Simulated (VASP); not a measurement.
# Cs8SiSn8I23 (a cell with a defect) in VASP: single point with PBEsol

Aim: the single point of Cs8SiSn8I23 (a cell with a defect) with PBEsol.

Everything below comes from runs of VASP 6.6.1. Logs are shortened: lines on timing, memory, paths and dates and some standing lists are left out, and cuts for length are marked.

### 1 The cell of the first run

The cell holds a defect, 40 atoms: a = 12.314 Å, b = 12.314 Å, c = 12.314 Å, α = 90.00°, β = 90.00°, γ = 90.00°.

### 2 Single point, PBEsol, collinear spin

The input, INCAR:

```
SYSTEM = Cs8SiSn8I23
PREC     = Accurate       ! precision mode
ENCUT    = 400            ! plane-wave cutoff, eV
EDIFF    = 1E-6           ! SCF threshold, eV
ISMEAR   = -1             ! smearing method
SIGMA    = 0.05           ! smearing width, eV
LREAL    = Auto         
LASPH    = .True.         ! aspherical terms in the spheres
NELM     = 200            ! most SCF steps
ALGO     = Normal         ! electronic algorithm
ISIF     = 2              ! what is computed and relaxed
LWAVE    = .False.        ! write WAVECAR
LCHARG   = .False.        ! write CHGCAR
ISPIN    = 2              ! spin polarisation
MAGMOM   = 0 0 0 0 0 0 0 0 0.333 0.333 0 0 0 0 0 0 0 0 0 0 0 0 0 0 0 0 0 0 0 0 0 0 0 0 0 0 0 0 0 0.333 ! initial moments
LORBIT   = 11             ! projections on sites
NUPDOWN  = 1.0            ! fixed moment
GGA      = PS             ! functional
NBANDS   = 204            ! bands
ISYM     = -1           
GGA_COMPAT= .False.      
KPAR     = 1
```

The input, KPOINTS:

```
explicit points
1
Reciprocal
  0.25000000   0.25000000   0.25000000 1
```

The input, POSCAR:

```
Cs8SiSn8I23
1.0
   12.3144620000      0.0000000000      0.0000000000
    0.0000000000     12.3144620000      0.0000000000
    0.0000000000      0.0000000000     12.3144620000
Cs Sn I Si
8 8 23 1
Direct
    0.0532620000      0.0207400000      0.0221210000
    0.9889800000      0.9809130000      0.5096110000
    0.0581120000      0.4949820000      0.0150360000
    0.0102660000      0.5125260000      0.4900170000
    0.4976300000      0.0046870000      0.0379020000
    0.5199900000      0.9626580000      0.4836860000
    0.5068810000      0.4864490000      0.0319490000
    0.4968740000      0.5367270000      0.5008970000
    0.2656600000      0.2510410000      0.2780820000
    0.2173480000      0.2499420000      0.7272830000
    0.2549790000      0.7511330000      0.2503230000
    0.2398640000      0.7504750000      0.7479330000
    0.7638150000      0.2506260000      0.2574150000
    0.7437710000      0.2506890000      0.7556370000
    0.7576230000      0.7483600000      0.2446760000
    0.7404950000      0.7478020000      0.7509610000
    0.2763310000      0.2512040000      0.0010570000
    0.2627730000      0.7524850000      0.9990740000
    0.2341190000      0.7523660000      0.4985570000
    0.7137100000      0.2358120000      0.0044960000
    0.7915550000      0.2635550000      0.5062170000
    0.7241270000      0.7621520000      0.9974650000
    0.7604720000      0.7347680000      0.4963760000
    0.0188780000      0.2491400000      0.2510850000
    0.9759780000      0.2647600000      0.8058950000
    0.0065770000      0.7561220000      0.2329290000
    0.9894930000      0.7281210000      0.7570680000
    0.5177510000      0.2562120000      0.2744900000
    0.4274880000      0.2425130000      0.5838320000
    0.5060540000      0.7445190000      0.2560070000
    0.4895460000      0.7635270000      0.7297330000
    0.2684100000      0.0000160000      0.2612000000
    0.2169830000      0.9998340000      0.7470770000
    0.2616210000      0.5021850000      0.2606360000
    0.2460570000      0.5000140000      0.7403440000
    0.7577140000      0.9991660000      0.2648170000
    0.7460090000      0.9984080000      0.7291580000
    0.7700200000      0.4995900000      0.2356890000
    0.6997910000      0.4958030000      0.7578930000
    0.2287020000      0.2475710000      0.5033130000
```

Potentials or basis: VASP PAW PBE potentials, release 64 (Cs_sv, Sn_d, I, Si).

Launch:

```
cat potpaw_PBE.64/Cs_sv/POTCAR potpaw_PBE.64/Sn_d/POTCAR potpaw_PBE.64/I/POTCAR potpaw_PBE.64/Si/POTCAR > POTCAR
mpirun -np 4 vasp_std > vasp.out
```

OUTCAR:

```text
SYSTEM = Cs8SiSn8I23
   PREC = Accurate
   ENCUT = 400
   EDIFF = 1E-6
   ISMEAR = -1
   LREAL = Auto
   LASPH = .True.
   NELM = 200
   ISIF = 2
   ISPIN = 2
   LORBIT = 11
   NUPDOWN = 1.0
   GGA = PS
   ISYM = -1

 ion  position               nearest neighbor table
   1  0.053  0.021  0.022-
   2  0.989  0.981  0.510-
   3  0.058  0.495  0.015-
   4  0.010  0.513  0.490-
   5  0.498  0.005  0.038-
   6  0.520  0.963  0.484-
   7  0.507  0.486  0.032-
   8  0.497  0.537  0.501-
   9  0.266  0.251  0.278-  40 2.81  24 3.06  32 3.10  34 3.10  28 3.11  17 3.41
  10  0.217  0.250  0.727-  40 2.76  33 3.09  35 3.10  25 3.13  29 3.13  17 3.45
  11  0.255  0.751  0.250-  26 3.07  19 3.07  34 3.07  32 3.07  30 3.09  18 3.10
  12  0.240  0.750  0.748-  19 3.07  33 3.08  35 3.09  31 3.09  27 3.10  18 3.11
  13  0.764  0.251  0.257-  28 3.04  38 3.08  21 3.09  36 3.10  24 3.14  20 3.18
  14  0.744  0.251  0.756-  25 2.93  39 3.07  20 3.09  37 3.12  21 3.13
  15  0.758  0.748  0.245-  38 3.07  26 3.07  22 3.08  36 3.10  30 3.10  23 3.10
  16  0.740  0.748  0.751-  22 3.05  27 3.08  37 3.10  31 3.11  39 3.14  23 3.15
  17  0.276  0.251  0.001-   9 3.41  10 3.45
  18  0.263  0.752  0.999-  11 3.10  12 3.11
  19  0.234  0.752  0.499-  11 3.07  12 3.07
  20  0.714  0.236  0.004-  14 3.09  13 3.18
  21  0.792  0.264  0.506-  13 3.09  14 3.13
  22  0.724  0.762  0.997-  16 3.05  15 3.08
[... 15 lines left out ...]
  38  0.770  0.500  0.236-  15 3.07  13 3.08
  39  0.700  0.496  0.758-  14 3.07  16 3.14
  40  0.229  0.248  0.503-  29 2.64  10 2.76   9 2.81

IMPORTANT INFORMATION: All symmetrisations will be switched off!
NOSYMM: (Re-)initialisation of all symmetry stuff for point group C_1.

----------------------------------------------------------------------------------------

                                     Primitive cell

  volume of cell :    1867.4386

  direct lattice vectors                    reciprocal lattice vectors
    12.314462000  0.000000000  0.000000000     0.081205334  0.000000000  0.000000000
     0.000000000 12.314462000  0.000000000     0.000000000  0.081205334  0.000000000
     0.000000000  0.000000000 12.314462000     0.000000000  0.000000000  0.081205334

  length of vectors
    12.314462000 12.314462000 12.314462000     0.081205334  0.081205334  0.081205334

  position of ions in fractional coordinates (direct lattice)
     0.053262000  0.020740000  0.022121000
     0.988980000  0.980913000  0.509611000
     0.058112000  0.494982000  0.015036000
     0.010266000  0.512526000  0.490017000
     0.497630000  0.004687000  0.037902000
     0.519990000  0.962658000  0.483686000
[... 32 lines left out ...]
     0.699791000  0.495803000  0.757893000
     0.228702000  0.247571000  0.503313000

  ion indices of the primitive-cell ions
   primitive index   ion index
                 1           1
                 2           2
                 3           3
                 4           4
                 5           5
                 6           6
[... 32 lines left out ...]
                39          39
                40          40

----------------------------------------------------------------------------------------

 KPOINTS: explicit points

Read explicit list of k-points.

 Found      1 k-points:

 Following reciprocal coordinates:
            Coordinates               Weight
  0.250000  0.250000  0.250000      1.000000
   k-points           NKPTS =      1   k-points in BZ     NKDIM =      1   number of bands    NBANDS=    204
   number of dos      NEDOS =    301   number of ions     NIONS =     40
   total plane-waves  NPLWV = 512000
   dimension x,y,z NGX =    80 NGY =   80 NGZ =   80
   dimension x,y,z NGXF=   160 NGYF=  160 NGZF=  160
   ions per type =               8   8  23   1
   NGX,Y,Z   is equivalent  to a cutoff of  10.80, 10.80, 10.80 a.u.
   NGXF,Y,Z  is equivalent  to a cutoff of  21.60, 21.60, 21.60 a.u.
 SYSTEM =  Cs8SiSn8I23
   PREC   = accura    normal or accurate (medium, high low for compatibility)
   ISTART =      0    job   : 0-new  1-cont  2-samecut
   ICHARG =      2    charge: 1-file 2-atom 10-const
   ISPIN  =      2    spin polarized calculation?
   LNONCOLLINEAR =      F non collinear calculations
   LSORBIT =      F    spin-orbit coupling
   LASPH  =      T    aspherical Exc in radial PAW
   ENCUT  =  400.0 eV  29.40 Ry    5.42 a.u.  20.08 20.08 20.08*2*pi/ulx,y,z
   NELM   =    200;   NELMIN=  2; NELMDL= -5     # of ELM steps
   EDIFF  = 0.1E-05   stopping-criterion for ELM
   LREAL  =      T    real-space projection
   EDIFFG = 0.1E-04   stopping-criterion for IOM
   NSW    =      0    number of steps for IOM
   IBRION =     -1    ionic relax: 0-MD 1-quasi-New 2-CG
   NFREE  =      0    steps in history (QN), initial steepest desc. (CG)
   ISIF   =      2    stress and relaxation
   ISYM   =     -1    0-nonsym 1-usesym 2-fastsym
   POTIM  = 0.5000    time-step for ionic-motion
   TEBEG  =    0.0;   TEEND  =   0.0 temperature during run
   PSTRESS=    0.0 pullay stress
   NELECT =     349.0000    total number of electrons
   NUPDOWN=       1.0000    fix difference up-down
   EMIN   =  10.00;   EMAX   =-10.00  energy-range for DOS
   EFERMI =   0.00;   METHOD = LEGACY
   ISMEAR =    -1;   SIGMA  =   0.05  broadening in eV -4-tet -1-fermi 0-gaus
   EFERMI_NEDOS =   21; number of points for ismear=-14 and -15
   IALGO  =     38    algorithm
   IMIX   =      4    mixing-type and parameters
     AMIX     =   0.40;   BMIX     =  1.00
     AMIX_MAG =   1.60;   BMIX_MAG =  1.00
  volume/ion in A,a.u.               =      46.69       315.05
  Fermi-wavevector in a.u.,A,eV,Ry     =   0.935983  1.768751 11.919571  0.876064
  Thomas-Fermi vector in A             =   2.062946
   LORBIT       =     11    0 simple, 1 ext, 2 COOP (PROOUT), +10 PAW based schemes
   GGA     = PS    functional components
   LHFCALC =     F    Hartree Fock is set to
   AEXX    =    0.0000 exact exchange contribution
   IVDW    =     0    specifies the selected vdW correction
   LEPSILON=     F    determine dielectric tensor
   LRPA    =     F    only Hartree local field effects (RPA)
 spin polarized calculation
  energy-cutoff  :      400.00
  volume of cell :     1867.44
 maximum number of plane-waves:     33935
 NGX is ok and might be reduce to    80
   NGX = 41   NGY = 41   NGZ = 41

 number of electron     349.0000029 magnetization       1.0000002

 Free energy of the ion-electron system (eV)
  ---------------------------------------------------
  ext. energy  EPLUGINS =         0.00000000
  ---------------------------------------------------
  free energy    TOTEN  =      -121.56606906 eV

  energy without entropy =     -121.56602140  energy(sigma->0) =     -121.56604523

 E-fermi :   2.9274     XC(G=0):  -7.7297

 val. band max:        2.5902389468   @ k =   0.2500   0.2500   0.2500
 cond. band min:       3.4418219137   @ k =   0.2500   0.2500   0.2500
 fundamental gap:      0.8515829668
 Fermi energy:         3.1830840548

 spin component 1

 k-point     1 :       0.2500    0.2500    0.2500
  band No.  band energies     occupation
      1     -19.3374      1.00000
      2     -19.3303      1.00000
      3     -19.2715      1.00000
      4     -19.2611      1.00000
      5     -19.2561      1.00000
      6     -19.2517      1.00000
[... 178 lines left out ...]
    185       4.4666      0.00000
    186       4.5902      0.00000
 Fermi energy:         2.9273642782

 spin component 2

 k-point     1 :       0.2500    0.2500    0.2500
  band No.  band energies     occupation
      1     -19.3349      1.00000
      2     -19.3287      1.00000
      3     -19.2714      1.00000
      4     -19.2610      1.00000
      5     -19.2563      1.00000
      6     -19.2517      1.00000
[... 178 lines left out ...]
    185       4.4775      0.00000
    186       4.7069      0.00000
 [bands above 186 left out]

------------------------ aborting loop because EDIFF is reached ----------------------------------------

  FORCE on cell =-STRESS in cart. coord.  units (eV):
  Direction    XX          YY          ZZ          XY          YZ          ZX
  --------------------------------------------------------------------------------------
  -------------------------------------------------------------------------------------
  Total       -4.2162956     -2.3048078     -4.4523789     -0.4399857     -0.4598090     -1.6547045
  in kB       -3.6173897     -1.9774202     -3.8199384     -0.3774877     -0.3944952     -1.4196611
  external PRESSURE =      -3.1382495 kB  Pullay stress =       0.0000000 kB

 VOLUME and BASIS-vectors are now :
 -----------------------------------------------------------------------------
  energy-cutoff  :      400.00
  volume of cell :     1867.44
      direct lattice vectors                 reciprocal lattice vectors
    12.314462000  0.000000000  0.000000000     0.081205334  0.000000000  0.000000000
     0.000000000 12.314462000  0.000000000     0.000000000  0.081205334  0.000000000
     0.000000000  0.000000000 12.314462000     0.000000000  0.000000000  0.081205334

 POSITION                                       TOTAL-FORCE (eV/Angst)
 -----------------------------------------------------------------------------------
      0.65589      0.25540      0.27241        -0.005728      0.001466     -0.002032
     12.17876     12.07942      6.27559         0.006026      0.001141     -0.008762
      0.71562      6.09544      0.18516        -0.002193     -0.001305      0.000794
      0.12642      6.31148      6.03430         0.000797      0.000934      0.000115
      6.12805      0.05772      0.46674         0.000783     -0.001146     -0.002472
      6.40340     11.85462      5.95633         0.004584      0.003319     -0.000571
[... 32 lines left out ...]
      8.61755      6.10555      9.33304         0.001072     -0.001706     -0.000541
      2.81634      3.04870      6.19803         0.004698      0.006532     -0.003112
 -----------------------------------------------------------------------------------
    total drift:                                0.002853      0.005064     -0.005298

  FREE ENERGIE OF THE ION-ELECTRON SYSTEM (eV)
  ---------------------------------------------------
  free  energy   TOTEN  =      -121.5660690595 eV

  energy  without entropy=     -121.5660213961  energy(sigma->0) =     -121.56604523

 total charge

# of ion       s       p       d       tot
------------------------------------------
    1        1.849   4.695   0.019   6.564
    2        1.849   4.695   0.017   6.561
    3        1.849   4.695   0.019   6.564
    4        1.849   4.695   0.017   6.561
    5        1.849   4.696   0.018   6.563
    6        1.850   4.694   0.023   6.566
[... 32 lines left out ...]
   39        1.510   2.767   0.011   4.288
   40        0.873   0.699   0.000   1.572
--------------------------------------------------
tot         61.422 107.474  80.371 249.267

 magnetization (x)

# of ion       s       p       d       tot
------------------------------------------
    1       -0.000   0.000   0.000   0.000
    2        0.000   0.001   0.001   0.002
    3       -0.000   0.000   0.000   0.000
    4        0.000   0.001   0.001   0.003
    5        0.000   0.000   0.000   0.000
    6        0.000   0.000   0.000   0.001
[... 32 lines left out ...]
   39        0.000   0.000   0.000   0.000
   40        0.009   0.221   0.000   0.230
--------------------------------------------------
tot          0.020   0.289   0.014   0.323
```

It took 3.6 min on 4 MPI ranks of Intel Xeon 6975P-C (Granite Rapids), shared host; peak memory 0.55 GiB.

What came out:

| Item | Value |
| --- | --- |
| Free energy | -121.5661 eV |
| Pressure | -0.3 GPa |
| Largest force | 0.017 eV/Å |
| Net moment | 1.00 μB per cell |
| Site moments | Cs +0.00; Sn +0.00, -0.00, +0.01 (each value once); I -0.00, +0.00, +0.02, +0.01 (each value once); Si +0.23 μB |
| Valence electrons inside the program's atomic spheres | Cs 6.56, 6.57 (each value once); Sn 12.10, 12.07, 12.05, 12.04 (each value once); I 4.29, 4.30 (each value once); Si 1.57 |

Forces on the atoms (eV/Å):
```
Cs  -0.006  0.001 -0.002
Cs   0.006  0.001 -0.009
Cs  -0.002 -0.001  0.001
Cs   0.001  0.001  0.000
Cs   0.001 -0.001 -0.002
Cs   0.005  0.003 -0.001
Cs  -0.003  0.000 -0.001
Cs  -0.003 -0.002  0.003
Sn  -0.004 -0.001 -0.003
Sn  -0.012 -0.004  0.006
Sn   0.003  0.002 -0.002
Sn   0.001 -0.003  0.002
Sn  -0.015  0.000  0.000
Sn  -0.011 -0.003 -0.004
Sn   0.000 -0.002 -0.004
Sn   0.004  0.000  0.002
I    0.003  0.000 -0.004
I   -0.001  0.003 -0.002
I    0.002  0.000  0.001
I    0.004  0.000 -0.003
I   -0.005 -0.002 -0.001
I    0.003 -0.002 -0.005
I   -0.004  0.000  0.000
I    0.011  0.000  0.004
I    0.017  0.001 -0.001
I   -0.004  0.000  0.003
I    0.001 -0.004  0.000
I    0.011 -0.001  0.011
I    0.000 -0.005  0.000
I   -0.001  0.000  0.001
I   -0.006  0.005  0.002
I   -0.001  0.000  0.006
I    0.000  0.002 -0.001
I    0.003  0.000  0.000
I    0.001  0.004  0.001
I    0.000  0.002 -0.001
I   -0.003 -0.002  0.001
I   -0.001  0.004  0.004
I    0.001 -0.002 -0.001
Si   0.005  0.007 -0.003
```

Stress tensor (GPa, compression positive):
```
-0.36 -0.04 -0.14
-0.04 -0.20 -0.04
-0.14 -0.04 -0.38
```

Caveat: the PAW data sets were made with another functional, which shifts forces and pressure a little; spin-orbit coupling is left out, which moves the levels of the heavy elements; the total moment is fixed, so each spin has its own Fermi level and the state may be an excited one.
